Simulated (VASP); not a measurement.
# SnSe in VASP: further runs, part 2 of 2

VASP 6.6.1. The steps go on from the part before.

## (3) Single point, PBEsol (volume scaled by 0.94)

INCAR

```
ALGO = Normal
EDIFF = 1E-6
ENCUT = 520
GGA = PS
ISIF = 2
ISMEAR = -1
LASPH = True
LCHARG = False
LREAL = False
LWAVE = False
NBANDS = 17
NELM = 100
PREC = Accurate
SIGMA = 0.01
```

KPOINTS

```
k-points
0
Gamma
  7 7 7
```

POSCAR

```
SnSe
1.0
    0.0000000000      2.9485541872      2.9485541872
    2.9485541872      0.0000000000      2.9485541872
    2.9485541872      2.9485541872      0.0000000000
Sn Se
1 1
Direct
    0.0000000000      0.0000000000      0.0000000000
    0.5000000000      0.5000000000      0.5000000000
```

Potentials or basis: VASP PAW PBE potentials, release 64 (Sn_d, Se).

Launch:

```bash
cat potpaw_PBE.64/Sn_d/POTCAR potpaw_PBE.64/Se/POTCAR > POTCAR
mpirun -np 1 vasp_std > vasp.out
```

OUTCAR:

```text
EDIFF = 1E-6
   ENCUT = 520
   GGA = PS
   ISIF = 2
   ISMEAR = -1
   LASPH = True
   LREAL = False
   NELM = 100
   PREC = Accurate

 ion  position               nearest neighbor table
   1  0.000  0.000  0.000-   2 2.95   2 2.95   2 2.95   2 2.95   2 2.95   2 2.95
   2  0.500  0.500  0.500-   1 2.95   1 2.95   1 2.95   1 2.95   1 2.95   1 2.95

  LATTYP: Found a face centered cubic cell.
 ALAT       =     5.8971083744

  Lattice vectors:

[... 578 lines left out ...]

------------------------ aborting loop because EDIFF is reached ----------------------------------------

  FORCE on cell =-STRESS in cart. coord.  units (eV):
  Direction    XX          YY          ZZ          XY          YZ          ZX
  --------------------------------------------------------------------------------------
  -------------------------------------------------------------------------------------
  Total        0.4831145      0.4831145      0.4831145      0.0000000      0.0000000      0.0000000
  in kB       15.0974408     15.0974408     15.0974408      0.0000000      0.0000000      0.0000000
  external PRESSURE =      15.0974408 kB  Pullay stress =       0.0000000 kB

 VOLUME and BASIS-vectors are now :
 -----------------------------------------------------------------------------
  energy-cutoff  :      520.00
  volume of cell :       51.27
      direct lattice vectors                 reciprocal lattice vectors
     0.000000000  2.948554187  2.948554187    -0.169574635  0.169574635  0.169574635
     2.948554187  0.000000000  2.948554187     0.169574635 -0.169574635  0.169574635
     2.948554187  2.948554187  0.000000000     0.169574635  0.169574635 -0.169574635

 POSITION                                       TOTAL-FORCE (eV/Angst)
 -----------------------------------------------------------------------------------
      0.00000      0.00000      0.00000        -0.000000     -0.000000     -0.000000
      2.94855      2.94855      2.94855         0.000000      0.000000      0.000000
 -----------------------------------------------------------------------------------
    total drift:                                0.000000     -0.000000     -0.000000

  FREE ENERGIE OF THE ION-ELECTRON SYSTEM (eV)
  ---------------------------------------------------
  free  energy   TOTEN  =        -8.9788996820 eV

  energy  without entropy=       -8.9788996820  energy(sigma->0) =       -8.97889968
```

OSZICAR:

```text
N       E                     dE             d eps       ncg     rms          rms(c)
DAV:   1     0.131690848107E+03    0.13169E+03   -0.97540E+03   698   0.150E+03
DAV:   2     0.358433388544E+01   -0.12811E+03   -0.12385E+03   720   0.347E+02
DAV:   3    -0.881352920897E+01   -0.12398E+02   -0.12315E+02   821   0.940E+01
DAV:   4    -0.911524858612E+01   -0.30172E+00   -0.30147E+00   810   0.155E+01
DAV:   5    -0.912346296020E+01   -0.82144E-02   -0.82140E-02   939   0.251E+00    0.336E+00
DAV:   6    -0.898377922363E+01    0.13968E+00   -0.32042E-01  1042   0.387E+00    0.202E+00
DAV:   7    -0.897911154695E+01    0.46677E-02   -0.61271E-02   818   0.126E+00    0.883E-01
DAV:   8    -0.897900702864E+01    0.10452E-03   -0.62592E-03   864   0.693E-01    0.753E-02
DAV:   9    -0.897889139207E+01    0.11564E-03   -0.10855E-03   994   0.268E-01    0.411E-02
DAV:  10    -0.897889811099E+01   -0.67189E-05   -0.11173E-04   837   0.733E-02    0.726E-03
DAV:  11    -0.897889966930E+01   -0.15583E-05   -0.78910E-06   891   0.202E-02    0.290E-03
DAV:  12    -0.897889968200E+01   -0.12702E-07   -0.35119E-07   486   0.835E-03
   1 F= -.89788997E+01 E0= -.89788997E+01  d E =-.359850E-12
```

stdout:

```text
POSCAR found type information on POSCAR SnSe
 POSCAR found :  2 types and       2 ions
 scaLAPACK will be used
 -----------------------------------------------------------------------------
|                                                                             |
|                                                                             |
|     You enforced a specific xc type in the INCAR file but a different       |
|     I HOPE YOU KNOW WHAT YOU ARE DOING!                                     |
|                                                                             |
 -----------------------------------------------------------------------------

 LDA part: xc-table for (Slater+PW92), standard interpolation
 POSCAR, INCAR and KPOINTS ok, starting setup
 FFT: planning ... GRIDC
 FFT: planning ... GRID_SOFT
 FFT: planning ... GRID
 WAVECAR not read
 entering main loop
```

Wall time 8.4 s (1 thread of Intel Xeon 6975P-C, shared host); peak memory 0.18 GiB.

Results:

```
Free energy : -8.9789 eV
Pressure    : 1.5 GPa
```

Levels at points of the mesh, in eV from the Fermi level:
| k point | band 8 | band 9 | band 10 | band 11 | band 12 | band 13 |
| --- | --- | --- | --- | --- | --- | --- |
| (0.00, 0.00, 0.00) | -2.63 | -2.63 | -2.63 | 4.25 | 4.25 | 4.25 |

Caveat: this odd mesh misses L, where the gap lies, so gap, dielectric constants and Born charges aren't listed; the PAW data sets were made with another functional, which shifts forces and pressure a little; spin-orbit coupling is left out, which moves the levels of the heavy elements.

## (4) Single point, PBEsol

INCAR

```
SYSTEM = SnSe
PREC = Accurate
ENCUT = 520
EDIFF = 1E-6
ISMEAR = -1
SIGMA = 0.01
LREAL = .False.
LASPH = .True.
NELM = 60
ALGO = Normal
ISIF = 2
LWAVE = .False.
LCHARG = .True.
GGA = PS
LELF = .True.
LVHAR = .True.
NBANDS = 17
```

KPOINTS

```
Automatic mesh
0
Gamma
  7 7 7
  0 0 0
```

POSCAR

```
SnSe
1.0
    0.0000000000      3.0100000000      3.0100000000
    3.0100000000      0.0000000000      3.0100000000
    3.0100000000      3.0100000000      0.0000000000
Sn Se
1 1
Direct
    0.0000000000      0.0000000000      0.0000000000
    0.5000000000      0.5000000000      0.5000000000
```

Launch:

```bash
cat potpaw_PBE.64/Sn_d/POTCAR potpaw_PBE.64/Se/POTCAR > POTCAR
mpirun -np 1 vasp_std > vasp.out
```

Wall time 9.3 s (1 thread of Intel Xeon 6975P-C, shared host); peak memory 0.18 GiB.

The run converged. Its results:

```
Free energy : -8.9743 eV
Pressure    : -1.9 GPa
```

Levels at points of the mesh, in eV from the Fermi level:
```
           k point  band 6  band 7  band 8  band 9  band 10  band 11  band 12  band 13  band 14  band 15
(0.00, 0.00, 0.00)  -14.03   -5.26   -2.33   -2.33    -2.33     4.14     4.14     4.14     5.65     5.65
```

Caveat: this odd mesh misses L, where the gap lies, so gap, dielectric constants and Born charges aren't listed; the PAW data sets were made with another functional, which shifts forces and pressure a little; spin-orbit coupling is left out, which moves the levels of the heavy elements.

## (5) Single point, PBEsol (volume scaled by 0.98)

INCAR

```
SYSTEM = SnSe
  PREC = Accurate
  ENCUT = 520
  EDIFF = 1E-6
  ISMEAR = -1
  SIGMA = 0.01
  LREAL = .False.
  LASPH = .True.
  NELM = 80
  ALGO = Normal
  ISIF = 2
  LWAVE = .False.
  LCHARG = .False.
  GGA = PS
  NBANDS = 17
```

KPOINTS

```
regular mesh
0
Gamma
  7 7 7
  0 0 0
```

POSCAR

```
SnSe
1.0
    0.0000000000      2.9897980490      2.9897980490
    2.9897980490      0.0000000000      2.9897980490
    2.9897980490      2.9897980490      0.0000000000
Sn Se
1 1
Direct
    0.0000000000      0.0000000000      0.0000000000
    0.5000000000      0.5000000000      0.5000000000
```

Potentials or basis: VASP PAW PBE potentials, release 64 (Sn_d, Se).

Launch:

```bash
cat potpaw_PBE.64/Sn_d/POTCAR potpaw_PBE.64/Se/POTCAR > POTCAR
mpirun -np 1 vasp_std > vasp.out
```

OUTCAR:

```text
SYSTEM = SnSe
   PREC = Accurate
   ENCUT = 520
   EDIFF = 1E-6
   ISMEAR = -1
   LREAL = .False.
   LASPH = .True.
   NELM = 80
   ISIF = 2
   GGA = PS

 ion  position               nearest neighbor table
   1  0.000  0.000  0.000-   2 2.99   2 2.99   2 2.99   2 2.99   2 2.99   2 2.99
   2  0.500  0.500  0.500-   1 2.99   1 2.99   1 2.99   1 2.99   1 2.99   1 2.99

  LATTYP: Found a face centered cubic cell.
 ALAT       =     5.9795960980

  Lattice vectors:

 A1 = (   0.0000000000,   2.9897980490,   2.9897980490)
 A2 = (   2.9897980490,   0.0000000000,   2.9897980490)
 A3 = (   2.9897980490,   2.9897980490,   0.0000000000)

Analysis of symmetry for initial positions (statically):
=====================================================================
 Subroutine PRICEL returns:
 Original cell was already a primitive cell.

 Routine SETGRP: Setting up the symmetry group for a
 face centered cubic supercell.

 Subroutine GETGRP returns: Found 48 space group operations
 (whereof 48 operations were pure point group operations)
 out of a pool of 48 trial point group operations.

The static configuration has the point symmetry O_h .

Analysis of symmetry for dynamics (positions and initial velocities):
=====================================================================
 Subroutine PRICEL returns:
 Original cell was already a primitive cell.

 Routine SETGRP: Setting up the symmetry group for a
 face centered cubic supercell.

 Subroutine GETGRP returns: Found 48 space group operations
 (whereof 48 operations were pure point group operations)
 out of a pool of 48 trial point group operations.

The dynamic configuration has the point symmetry O_h .

 Subroutine INISYM returns: Found 48 space group operations
 (whereof 48 operations are pure point group operations),
 and found     1 'primitive' translations

----------------------------------------------------------------------------------------

                                     Primitive cell

  volume of cell :      53.4510

  direct lattice vectors                    reciprocal lattice vectors
     0.000000000  2.989798049  2.989798049    -0.167235376  0.167235376  0.167235376
     2.989798049  0.000000000  2.989798049     0.167235376 -0.167235376  0.167235376
     2.989798049  2.989798049  0.000000000     0.167235376  0.167235376 -0.167235376

  length of vectors
     4.228212950  4.228212950  4.228212950     0.289660168  0.289660168  0.289660168

  position of ions in fractional coordinates (direct lattice)
     0.000000000  0.000000000  0.000000000
     0.500000000  0.500000000  0.500000000

  ion indices of the primitive-cell ions
   primitive index   ion index
                 1           1
                 2           2

----------------------------------------------------------------------------------------

 KPOINTS: regular mesh

Automatic generation of k-mesh.
 Grid dimensions read from file:
 generate k-points for:    7    7    7

 Generating k-lattice:

  Cartesian coordinates                     Fractional coordinates (reciprocal lattice)
    -0.023890768  0.023890768  0.023890768     0.142857143  0.000000000  0.000000000
     0.023890768 -0.023890768  0.023890768     0.000000000  0.142857143  0.000000000
     0.023890768  0.023890768 -0.023890768     0.000000000  0.000000000  0.142857143

  Length of vectors
     0.041380024  0.041380024  0.041380024

  Shift w.r.t. Gamma in fractional coordinates (k-lattice)
     0.000000000  0.000000000  0.000000000

 Subroutine IBZKPT returns following result:
 ===========================================

 Found     20 irreducible k-points:

 Following reciprocal coordinates:
            Coordinates               Weight
  0.000000  0.000000  0.000000      1.000000
  0.142857  0.000000  0.000000      8.000000
  0.285714  0.000000  0.000000      8.000000
  0.428571  0.000000  0.000000      8.000000
  0.142857  0.142857  0.000000      6.000000
  0.285714  0.142857  0.000000     24.000000
[... 12 lines left out ...]
 -0.428571  0.428571  0.142857     24.000000
 -0.285714  0.428571  0.142857     24.000000
   k-points           NKPTS =     20   k-points in BZ     NKDIM =     20   number of bands    NBANDS=     17
   number of dos      NEDOS =    301   number of ions     NIONS =      2
   total plane-waves  NPLWV =  32768
   dimension x,y,z NGX =    32 NGY =   32 NGZ =   32
   dimension x,y,z NGXF=    64 NGYF=   64 NGZF=   64
   ions per type =               1   1
   NGX,Y,Z   is equivalent  to a cutoff of  12.58, 12.58, 12.58 a.u.
   NGXF,Y,Z  is equivalent  to a cutoff of  25.16, 25.16, 25.16 a.u.
 SYSTEM =  SnSe
   PREC   = accura    normal or accurate (medium, high low for compatibility)
   ISTART =      0    job   : 0-new  1-cont  2-samecut
   ICHARG =      2    charge: 1-file 2-atom 10-const
   ISPIN  =      1    spin polarized calculation?
   LNONCOLLINEAR =      F non collinear calculations
   LSORBIT =      F    spin-orbit coupling
   LASPH  =      T    aspherical Exc in radial PAW
   ENCUT  =  520.0 eV  38.22 Ry    6.18 a.u.   7.86  7.86  7.86*2*pi/ulx,y,z
   NELM   =     80;   NELMIN=  2; NELMDL= -5     # of ELM steps
   EDIFF  = 0.1E-05   stopping-criterion for ELM
   LREAL  =      F    real-space projection
   EDIFFG = 0.1E-04   stopping-criterion for IOM
   NSW    =      0    number of steps for IOM
   IBRION =     -1    ionic relax: 0-MD 1-quasi-New 2-CG
   NFREE  =      0    steps in history (QN), initial steepest desc. (CG)
   ISIF   =      2    stress and relaxation
   ISYM   =      2    0-nonsym 1-usesym 2-fastsym
   POTIM  = 0.5000    time-step for ionic-motion
   TEBEG  =    0.0;   TEEND  =   0.0 temperature during run
   PSTRESS=    0.0 pullay stress
   NELECT =      20.0000    total number of electrons
   NUPDOWN=      -1.0000    fix difference up-down
   EMIN   =  10.00;   EMAX   =-10.00  energy-range for DOS
   EFERMI =   0.00;   METHOD = LEGACY
   ISMEAR =    -1;   SIGMA  =   0.01  broadening in eV -4-tet -1-fermi 0-gaus
   EFERMI_NEDOS =   21; number of points for ismear=-14 and -15
   IALGO  =     38    algorithm
   IMIX   =      4    mixing-type and parameters
     AMIX     =   0.40;   BMIX     =  1.00
     AMIX_MAG =   1.60;   BMIX_MAG =  1.00
  volume/ion in A,a.u.               =      26.73       180.35
  Fermi-wavevector in a.u.,A,eV,Ry     =   1.179686  2.229283 18.934661  1.391658
  Thomas-Fermi vector in A             =   2.315992
   LORBIT       =      0    0 simple, 1 ext, 2 COOP (PROOUT), +10 PAW based schemes
   GGA     = PS    functional components
   LHFCALC =     F    Hartree Fock is set to
   AEXX    =    0.0000 exact exchange contribution
   IVDW    =     0    specifies the selected vdW correction
   LEPSILON=     F    determine dielectric tensor
   LRPA    =     F    only Hartree local field effects (RPA)
 non-spin polarized calculation
  energy-cutoff  :      520.00
  volume of cell :       53.45
 maximum number of plane-waves:      1459
   NGX = 15   NGY = 15   NGZ = 15

 number of electron      20.0000008 magnetization

 Free energy of the ion-electron system (eV)
  ---------------------------------------------------
  ext. energy  EPLUGINS =         0.00000000
  ---------------------------------------------------
  free energy    TOTEN  =        -8.98335789 eV

  energy without entropy =       -8.98335789  energy(sigma->0) =       -8.98335789

 E-fermi :   5.8556     XC(G=0):  -9.8675

 val. band max:        5.5974729676   @ k =  -0.2857   0.1429   0.0000
 cond. band min:       6.2852061628   @ k =  -0.2857   0.1429   0.0000
 fundamental gap:      0.6877331952
 Fermi energy:         5.8556441110

 k-point     1 :       0.0000    0.0000    0.0000
  band No.  band energies     occupation
      1     -15.8141      2.00000
      2     -15.8141      2.00000
      3     -15.8139      2.00000
      4     -15.8139      2.00000
      5     -15.8139      2.00000
      6      -8.3480      2.00000
[... 9 lines left out ...]
     16      11.4477      0.00000
     17      13.7212      0.00000
[... 361 lines left out ...]
 k-point    20 :      -0.2857    0.4286    0.1429
  band No.  band energies     occupation
      1     -15.8358      2.00000
      2     -15.8135      2.00000
      3     -15.8099      2.00000
      4     -15.8050      2.00000
      5     -15.7954      2.00000
      6      -7.0609      2.00000
[... 9 lines left out ...]
     16      17.1779      0.00000
     17      17.4630      0.00000

------------------------ aborting loop because EDIFF is reached ----------------------------------------

  FORCE on cell =-STRESS in cart. coord.  units (eV):
  Direction    XX          YY          ZZ          XY          YZ          ZX
  --------------------------------------------------------------------------------------
  -------------------------------------------------------------------------------------
  Total       -0.2913577     -0.2913577     -0.2913577      0.0000000      0.0000000      0.0000000
  in kB       -8.7333645     -8.7333645     -8.7333645      0.0000000      0.0000000      0.0000000
  external PRESSURE =      -8.7333645 kB  Pullay stress =       0.0000000 kB

 VOLUME and BASIS-vectors are now :
 -----------------------------------------------------------------------------
  energy-cutoff  :      520.00
  volume of cell :       53.45
      direct lattice vectors                 reciprocal lattice vectors
     0.000000000  2.989798049  2.989798049    -0.167235376  0.167235376  0.167235376
     2.989798049  0.000000000  2.989798049     0.167235376 -0.167235376  0.167235376
     2.989798049  2.989798049  0.000000000     0.167235376  0.167235376 -0.167235376

 POSITION                                       TOTAL-FORCE (eV/Angst)
 -----------------------------------------------------------------------------------
      0.00000      0.00000      0.00000        -0.000000      0.000000      0.000000
      2.98980      2.98980      2.98980         0.000000     -0.000000     -0.000000
 -----------------------------------------------------------------------------------
    total drift:                                0.000000     -0.000000     -0.000000

  FREE ENERGIE OF THE ION-ELECTRON SYSTEM (eV)
  ---------------------------------------------------
  free  energy   TOTEN  =        -8.9833578886 eV

  energy  without entropy=       -8.9833578886  energy(sigma->0) =       -8.98335789
```

Run time: 9.2 s. Hardware: 1 thread of Intel Xeon 6975P-C, shared host; peak memory 0.18 GiB.

What came out:

| Quantity | Value |
| --- | --- |
| Free energy | -8.9834 eV |
| Pressure | -0.9 GPa |

Caveat: this odd mesh misses L, where the gap lies, so gap, dielectric constants and Born charges aren't listed; the PAW data sets were made with another functional, which shifts forces and pressure a little; spin-orbit coupling is left out, which moves the levels of the heavy elements.

## (6) Single point, PBEsol (volume scaled by 1.01)

INCAR

```
PREC     = Accurate       # precision mode
ENCUT    = 520            # plane-wave cutoff, eV
EDIFF    = 1E-7           # SCF threshold, eV
ISMEAR   = -1             # smearing method
SIGMA    = 0.01           # smearing width, eV
LREAL    = False          # projectors in reciprocal space
LASPH    = True           # aspherical terms in the spheres
NELM     = 60             # most SCF steps
ALGO     = Normal         # electronic algorithm
ISIF     = 2              # what is computed and relaxed
LWAVE    = False          # write WAVECAR
LCHARG   = True           # write CHGCAR
GGA      = PS             # functional
LELF     = True           # ELF
LVHAR    = True         
NBANDS   = 17             # bands
```

KPOINTS

```
Automatic mesh
0
Gamma
  7 7 7
```

POSCAR

```
SnSe
1.0
    0.0000000000      3.0200000735      3.0200000735
    3.0200000735      0.0000000000      3.0200000735
    3.0200000735      3.0200000735      0.0000000000
Sn Se
1 1
Direct
    0.0000000000      0.0000000000      0.0000000000
    0.5000000000      0.5000000000      0.5000000000
```

Potentials or basis: VASP PAW PBE potentials, release 64 (Sn_d, Se).

Launch:

```bash
cat potpaw_PBE.64/Sn_d/POTCAR potpaw_PBE.64/Se/POTCAR > POTCAR
mpirun -np 1 vasp_std > vasp.out
```

Wall time 10 s (1 thread of Intel Xeon 6975P-C, shared host); peak memory 0.18 GiB.

Results (log left out):

```yaml
Free_energy: -8.9672 eV
Pressure: -2.3 GPa
```

Levels at points of the mesh, in eV from the Fermi level:
| k point | band 7 | band 8 | band 9 | band 10 | band 11 | band 12 | band 13 | band 14 |
| --- | --- | --- | --- | --- | --- | --- | --- | --- |
| (0.00, 0.00, 0.00) | -5.26 | -2.28 | -2.28 | -2.28 | 4.12 | 4.12 | 4.12 | 5.69 |

Caveat: this odd mesh misses L, where the gap lies, so gap, dielectric constants and Born charges aren't listed; the PAW data sets were made with another functional, which shifts forces and pressure a little; spin-orbit coupling is left out, which moves the levels of the heavy elements.

## (7) The runs side by side

| cell | pressure (GPa) |
| --- | --- |
| a = 4.300 Å, angles 58.7°, 2 atoms | -1.9 |
| a = 4.170 Å, angles 60.0°, 2 atoms | 1.5 |
| a = 4.257 Å, angles 60.0°, 2 atoms | -1.9 |
| a = 4.228 Å, angles 60.0°, 2 atoms | -0.9 |
| a = 4.271 Å, angles 60.0°, 2 atoms | -2.3 |

Alike in all rows: task single point; level PBEsol; potentials or basis VASP PAW PBE potentials, release 64 (Sn_d, Se); no spin polarisation; k mesh 7 × 7 × 7; cutoff (eV) 520; smearing fermi-dirac 0.01 eV.

Caveats: the PAW data sets were made with another functional, which shifts forces and pressure a little; spin-orbit coupling is left out, which moves the levels of the heavy elements.

Absolute energies hang on the potentials; compare differences alone.
